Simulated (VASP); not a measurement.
# Ti (P6_3/mmc) in VASP: further runs

Ti is run at these levels: PBEsol; tasks: single point.

Everything below comes from runs of VASP 6.6.1. Logs are shortened: lines on timing, memory, paths and dates and some standing lists are left out, and cuts for length are marked.

## Step 1: The cell of the first run

It takes space group P6_3/mmc (No. 194, hexagonal). The conventional cell has a = 2.798 Å, b = 2.798 Å, c = 4.445 Å, α = 90.00°, β = 90.00°, γ = 120.00°. Within 3.6 Å of Ti (site symmetry -6m2) lie 12 Ti at 2.75 to 2.80 Å.

## Step 2: Single point, PBEsol

Input file INCAR:

```
SYSTEM = Ti
ALGO     = Normal         ! electronic algorithm
EDIFF    = 1E-6           ! SCF threshold, eV
ENCUT    = 520            ! plane-wave cutoff, eV
GGA      = PS             ! functional
ISIF     = 2              ! what is computed and relaxed
ISMEAR   = -1             ! smearing method
LASPH    = .TRUE.         ! aspherical terms in the spheres
LCHARG   = .TRUE.         ! write CHGCAR
LELF     = .TRUE.         ! ELF
LREAL    = .FALSE.        ! projectors in reciprocal space
LVHAR    = .TRUE.       
LWAVE    = .FALSE.        ! write WAVECAR
NBANDS   = 19             ! bands
NELM     = 60             ! most SCF steps
PREC     = Accurate       ! precision mode
SIGMA    = 0.08           ! smearing width, eV
```

Input file KPOINTS:

```
k-points
0
G
  18 18 10
  0 0 0
```

Input file POSCAR:

```
Ti
1.0
    2.7978913798      0.0000000000      0.0000000000
   -1.3989456899      2.4230450120      0.0000000000
    0.0000000000      0.0000000000      4.4447022651
Ti
2
Direct
    0.3333333333      0.6666666667      0.2500000000
    0.6666666667      0.3333333333      0.7500000000
```

Potentials or basis: VASP PAW PBE potentials, release 64 (Ti_sv).

Run with:

```bash
cat potpaw_PBE.64/Ti_sv/POTCAR > POTCAR
mpirun -np 1 vasp_std > vasp.out
```

OUTCAR:

```text
SYSTEM = Ti
   EDIFF = 1E-6
   ENCUT = 520
   GGA = PS
   ISIF = 2
   ISMEAR = -1
   LASPH = .TRUE.
   LREAL = .FALSE.
   NELM = 60
   PREC = Accurate

 ion  position               nearest neighbor table
   1  0.333  0.667  0.250-   2 2.75   2 2.75   2 2.75   2 2.75   2 2.75   2 2.75
   2  0.667  0.333  0.750-   1 2.75   1 2.75   1 2.75   1 2.75   1 2.75   1 2.75

  LATTYP: Found a hexagonal cell.
 ALAT       =     2.7978913798
 C/A-ratio  =     1.5885899993

  Lattice vectors:

 A1 = (   2.7978913798,   0.0000000000,   0.0000000000)
 A2 = (  -1.3989456899,   2.4230450120,   0.0000000000)
 A3 = (   0.0000000000,   0.0000000000,   4.4447022651)

Analysis of symmetry for initial positions (statically):
=====================================================================
 Subroutine PRICEL returns:
 Original cell was already a primitive cell.

 Routine SETGRP: Setting up the symmetry group for a
 hexagonal supercell.

 Subroutine GETGRP returns: Found 24 space group operations
 (whereof 12 operations were pure point group operations)
 out of a pool of 24 trial point group operations.

The static configuration has the point symmetry D_3d.
 The point group associated with its full space group is D_6h.

Analysis of symmetry for dynamics (positions and initial velocities):
=====================================================================
 Subroutine PRICEL returns:
 Original cell was already a primitive cell.

 Routine SETGRP: Setting up the symmetry group for a
 hexagonal supercell.

 Subroutine GETGRP returns: Found 24 space group operations
 (whereof 12 operations were pure point group operations)
 out of a pool of 24 trial point group operations.

The dynamic configuration has the point symmetry D_3d.
 The point group associated with its full space group is D_6h.

 Subroutine INISYM returns: Found 24 space group operations
 (whereof 12 operations are pure point group operations),
 and found     1 'primitive' translations

----------------------------------------------------------------------------------------

                                     Primitive cell

  volume of cell :      30.1325

  direct lattice vectors                    reciprocal lattice vectors
     2.797891380  0.000000000  0.000000000     0.357412016  0.206351924  0.000000000
    -1.398945690  2.423045012  0.000000000     0.000000000  0.412703848  0.000000000
     0.000000000  0.000000000  4.444702265     0.000000000  0.000000000  0.224986949

  length of vectors
     2.797891380  2.797891380  4.444702265     0.412703848  0.412703848  0.224986949

  position of ions in fractional coordinates (direct lattice)
     0.333333333  0.666666667  0.250000000
     0.666666667  0.333333333  0.750000000

  ion indices of the primitive-cell ions
   primitive index   ion index
                 1           1
                 2           2

----------------------------------------------------------------------------------------

 KPOINTS: k-points

Automatic generation of k-mesh.
 Grid dimensions read from file:
 generate k-points for:   18   18   10

 Generating k-lattice:

  Cartesian coordinates                     Fractional coordinates (reciprocal lattice)
     0.019856223  0.011463996  0.000000000     0.055555556  0.000000000  0.000000000
     0.000000000  0.022927992  0.000000000     0.000000000  0.055555556  0.000000000
     0.000000000  0.000000000  0.022498695     0.000000000  0.000000000  0.100000000

  Length of vectors
     0.022927992  0.022927992  0.022498695

  Shift w.r.t. Gamma in fractional coordinates (k-lattice)
     0.000000000  0.000000000  0.000000000

 Subroutine IBZKPT returns following result:
 ===========================================

 Found    222 irreducible k-points:

 Following reciprocal coordinates:
            Coordinates               Weight
  0.000000  0.000000  0.000000      1.000000
  0.055556  0.000000  0.000000      6.000000
  0.111111  0.000000  0.000000      6.000000
  0.166667  0.000000  0.000000      6.000000
  0.222222  0.000000  0.000000      6.000000
  0.277778  0.000000  0.000000      6.000000
[... 16 lines left out ...]
  0.333333  0.111111  0.000000     12.000000
  0.388889  0.111111  0.000000     12.000000
 [... further k-points ...]
   k-points           NKPTS =    222   k-points in BZ     NKDIM =    222   number of bands    NBANDS=     19
   number of dos      NEDOS =    301   number of ions     NIONS =      2
   total plane-waves  NPLWV =  20736
   dimension x,y,z NGX =    24 NGY =   24 NGZ =   36
   dimension x,y,z NGXF=    48 NGYF=   48 NGZF=   72
   ions per type =               2
   NGX,Y,Z   is equivalent  to a cutoff of  14.26, 14.26, 13.47 a.u.
   NGXF,Y,Z  is equivalent  to a cutoff of  28.52, 28.52, 26.93 a.u.
 SYSTEM =  Ti
   PREC   = accura    normal or accurate (medium, high low for compatibility)
   ISTART =      0    job   : 0-new  1-cont  2-samecut
   ICHARG =      2    charge: 1-file 2-atom 10-const
   ISPIN  =      1    spin polarized calculation?
   LNONCOLLINEAR =      F non collinear calculations
   LSORBIT =      F    spin-orbit coupling
   LASPH  =      T    aspherical Exc in radial PAW
   ENCUT  =  520.0 eV  38.22 Ry    6.18 a.u.   5.20  5.20  8.26*2*pi/ulx,y,z
   NELM   =     60;   NELMIN=  2; NELMDL= -5     # of ELM steps
   EDIFF  = 0.1E-05   stopping-criterion for ELM
   LREAL  =      F    real-space projection
   EDIFFG = 0.1E-04   stopping-criterion for IOM
   NSW    =      0    number of steps for IOM
   IBRION =     -1    ionic relax: 0-MD 1-quasi-New 2-CG
   NFREE  =      0    steps in history (QN), initial steepest desc. (CG)
   ISIF   =      2    stress and relaxation
   ISYM   =      2    0-nonsym 1-usesym 2-fastsym
   POTIM  = 0.5000    time-step for ionic-motion
   TEBEG  =    0.0;   TEEND  =   0.0 temperature during run
   PSTRESS=    0.0 pullay stress
   NELECT =      24.0000    total number of electrons
   NUPDOWN=      -1.0000    fix difference up-down
   EMIN   =  10.00;   EMAX   =-10.00  energy-range for DOS
   EFERMI =   0.00;   METHOD = LEGACY
   ISMEAR =    -1;   SIGMA  =   0.08  broadening in eV -4-tet -1-fermi 0-gaus
   EFERMI_NEDOS =   21; number of points for ismear=-14 and -15
   IALGO  =     38    algorithm
   IMIX   =      4    mixing-type and parameters
     AMIX     =   0.40;   BMIX     =  1.00
     AMIX_MAG =   1.60;   BMIX_MAG =  1.00
  volume/ion in A,a.u.               =      15.07       101.67
  Fermi-wavevector in a.u.,A,eV,Ry     =   1.517517  2.867691 31.332285  2.302858
  Thomas-Fermi vector in A             =   2.626762
   LORBIT       =      0    0 simple, 1 ext, 2 COOP (PROOUT), +10 PAW based schemes
   GGA     = PS    functional components
   LHFCALC =     F    Hartree Fock is set to
   AEXX    =    0.0000 exact exchange contribution
   IVDW    =     0    specifies the selected vdW correction
   LEPSILON=     F    determine dielectric tensor
   LRPA    =     F    only Hartree local field effects (RPA)
 non-spin polarized calculation
  energy-cutoff  :      520.00
  volume of cell :       30.13
 maximum number of plane-waves:       825
 NGX is ok and might be reduce to    24
   NGX = 11   NGY = 11   NGZ = 17

 number of electron      23.9999993 magnetization

 Free energy of the ion-electron system (eV)
  ---------------------------------------------------
  ext. energy  EPLUGINS =         0.00000000
  ---------------------------------------------------
  free energy    TOTEN  =       -16.56343328 eV

  energy without entropy =      -16.52122174  energy(sigma->0) =      -16.54232751

 E-fermi :   9.7808     XC(G=0): -12.3326

 val. band max:        9.7801007080   @ k =   0.3333   0.2778   0.4000
 cond. band min:       9.7820656027   @ k =   0.0556   0.0000   0.5000
 fundamental gap:      0.0019648947
 Fermi energy:         9.7807538966

 k-point     1 :       0.0000    0.0000    0.0000
  band No.  band energies     occupation
      1     -46.6159      2.00000
      2     -46.3732      2.00000
      3     -23.4917      2.00000
      4     -22.4984      2.00000
      5     -22.4984      2.00000
      6     -22.3719      2.00000
[... 11 lines left out ...]
     18      11.6882      0.00000
     19      13.5365      0.00000

 k-point     2 :       0.0556    0.0000    0.0000
  band No.  band energies     occupation
      1     -46.6104      2.00000
      2     -46.3709      2.00000
      3     -23.4809      2.00000
      4     -22.5214      2.00000
      5     -22.5060      2.00000
      6     -22.3762      2.00000
[... 11 lines left out ...]
     18      11.6266      0.00000
     19      13.5711      0.00000

 k-point     3 :       0.1111    0.0000    0.0000
  band No.  band energies     occupation
      1     -46.5944      2.00000
      2     -46.3645      2.00000
      3     -23.4490      2.00000
      4     -22.5878      2.00000
      5     -22.5275      2.00000
      6     -22.4380      2.00000
[... 11 lines left out ...]
     18      11.5069      0.00000
     19      13.6573      0.00000

 k-point     4 :       0.1667    0.0000    0.0000
  band No.  band energies     occupation
      1     -46.5694      2.00000
      2     -46.3550      2.00000
      3     -23.3980      2.00000
      4     -22.6900      2.00000
      5     -22.5595      2.00000
      6     -22.5399      2.00000
[... 11 lines left out ...]
     18      11.8189      0.00000
     19      13.7620      0.00000

 k-point     5 :       0.2222    0.0000    0.0000
  band No.  band energies     occupation
      1     -46.5377      2.00000
      2     -46.3443      2.00000
      3     -23.3314      2.00000
      4     -22.8161      2.00000
      5     -22.6612      2.00000
      6     -22.5973      2.00000
[... 11 lines left out ...]
     18      12.2235      0.00000
     19      13.8602      0.00000
[... 334 lines left out ...]
      2     -46.3316      2.00000
      3     -23.2281      2.00000
      4     -22.9452      2.00000
      5     -22.8485      2.00000
      6     -22.6341      2.00000
[... 11 lines left out ...]
     18      13.1155      0.00000
     19      13.8714      0.00000

 k-point    22 :       0.2778    0.1111    0.0000
  band No.  band energies     occupation
      1     -46.4570      2.00000
      2     -46.3254      2.00000
      3     -23.1467      2.00000
      4     -23.0634      2.00000
      5     -22.9273      2.00000
      6     -22.6905      2.00000
[... 11 lines left out ...]
     18      13.6991      0.00000
     19      13.9094      0.00000

 k-point    23 :       0.3333    0.1111    0.0000
  band No.  band energies     occupation
      1     -46.4264      2.00000
      2     -46.3231      2.00000
      3     -23.1595      2.00000
      4     -23.0677      2.00000
      5     -22.9905      2.00000
      6     -22.7361      2.00000
[... 11 lines left out ...]
     18      13.9345      0.00000
     19      14.3007      0.00000

 k-point    24 :       0.3889    0.1111    0.0000
  band No.  band energies     occupation
      1     -46.4037      2.00000
      2     -46.3242      2.00000
      3     -23.2218      2.00000
      4     -23.0317      2.00000
      5     -23.0037      2.00000
      6     -22.7654      2.00000
[... 11 lines left out ...]
     18      13.9483      0.00000
     19      14.8989      0.00000

 [... further k-points ...]

------------------------ aborting loop because EDIFF is reached ----------------------------------------

  FORCE on cell =-STRESS in cart. coord.  units (eV):
  Direction    XX          YY          ZZ          XY          YZ          ZX
  --------------------------------------------------------------------------------------
  -------------------------------------------------------------------------------------
  Total        2.7339895      2.7339895      2.7343920      0.0000000      0.0000000      0.0000000
  in kB      145.3692076    145.3692076    145.3906069      0.0000000      0.0000000      0.0000000
  external PRESSURE =     145.3763407 kB  Pullay stress =       0.0000000 kB

 VOLUME and BASIS-vectors are now :
 -----------------------------------------------------------------------------
  energy-cutoff  :      520.00
  volume of cell :       30.13
      direct lattice vectors                 reciprocal lattice vectors
     2.797891380  0.000000000  0.000000000     0.357412016  0.206351924  0.000000000
    -1.398945690  2.423045012  0.000000000     0.000000000  0.412703848  0.000000000
     0.000000000  0.000000000  4.444702265     0.000000000  0.000000000  0.224986949

 POSITION                                       TOTAL-FORCE (eV/Angst)
 -----------------------------------------------------------------------------------
     -0.00000      1.61536      1.11118         0.000000      0.000000      0.000000
      1.39895      0.80768      3.33353        -0.000000      0.000000      0.000000
 -----------------------------------------------------------------------------------
    total drift:                               -0.000000      0.000000     -0.000000

  FREE ENERGIE OF THE ION-ELECTRON SYSTEM (eV)
  ---------------------------------------------------
  free  energy   TOTEN  =       -16.5634332831 eV

  energy  without entropy=      -16.5212217352  energy(sigma->0) =      -16.54232751
```

It took 78 s on 1 thread of AMD EPYC 9R45 (Zen 5), shared host; peak memory 0.2 GiB.

What came out:

```
Free energy            : -16.5634 eV
Pressure               : 14.5 GPa
Band gap on the k mesh : zero (bands 12 and 13 overlap by 1.22 eV)
```

Levels at points of the mesh, in eV from the Fermi level:
| k point | band 9 | band 10 | band 11 | band 12 | band 13 | band 14 | band 15 | band 16 |
| --- | --- | --- | --- | --- | --- | --- | --- | --- |
| (0.00, 0.00, 0.00) | -6.50 | -3.06 | 0.85 | 0.85 | 0.99 | 1.24 | 1.46 | 1.46 |
| (0.50, 0.00, 0.00) | -2.61 | -2.52 | -2.25 | -0.40 | 0.51 | 0.76 | 1.40 | 4.02 |
| (0.00, 0.00, 0.50) | -4.45 | -4.45 | 0.09 | 0.09 | 0.75 | 0.75 | 0.75 | 0.75 |
| (0.50, 0.00, 0.50) | -2.95 | -2.95 | -1.01 | -1.01 | 1.80 | 1.80 | 2.03 | 2.03 |

Caveat: the cell stands under pressure; the PAW data sets were made with another functional, which shifts forces and pressure a little.

## Step 3: Single point, PBEsol

This run uses another cell than the first one, of 15.54 Å³/atom.

Input file INCAR:

```
PREC = Accurate ; ENCUT = 520
EDIFF = 1E-6 ; ISMEAR = -1
SIGMA = 0.08 ; LREAL = False
LASPH = True ; NELM = 100
ALGO = Normal ; ISIF = 2
LWAVE = False ; LCHARG = True
GGA = PS ; LELF = True
LVHAR = True ; NBANDS = 19
```

Input file KPOINTS:

```
Automatic mesh
0
Gamma
  18 18 10
```

Input file POSCAR:

```
Ti
1.0
    2.8280562642      0.0000000000      0.0000000000
   -1.4140281321      2.4491685681      0.0000000000
    0.0000000000      0.0000000000      4.4877172367
Ti
2
Direct
    0.3333333333      0.6666666667      0.2500000000
    0.6666666667      0.3333333333      0.7500000000
```

Potentials or basis: VASP PAW PBE potentials, release 64 (Ti_sv).

Run with:

```bash
cat potpaw_PBE.64/Ti_sv/POTCAR > POTCAR
mpirun -np 1 vasp_std > vasp.out
```

Run time: 80 s. Hardware: 1 thread of AMD EPYC 9R45 (Zen 5), shared host; peak memory 0.2 GiB.

The run converged. Its results:

| Property | Result |
| --- | --- |
| Free energy | -16.6348 eV |
| Pressure | 9.6 GPa |
| Band gap on the k mesh | zero (bands 12 and 13 overlap by 1.20 eV) |

Levels at points of the mesh, in eV from the Fermi level:
```tsv
k point	band 8	band 9	band 10	band 11	band 12	band 13	band 14	band 15	band 16	band 17
(0.00, 0.00, 0.00)	-32.22	-6.44	-2.97	0.84	0.84	0.98	1.13	1.43	1.43	1.84
(0.50, 0.00, 0.00)	-32.33	-2.50	-2.48	-2.15	-0.45	0.51	0.74	1.36	3.87	4.13
(0.00, 0.00, 0.50)	-32.29	-4.43	-4.43	0.09	0.09	0.74	0.74	0.74	0.74	3.22
(0.50, 0.00, 0.50)	-32.45	-2.85	-2.85	-0.95	-0.95	1.69	1.69	1.96	1.96	4.03
```

Caveat: the cell stands under pressure; the PAW data sets were made with another functional, which shifts forces and pressure a little.
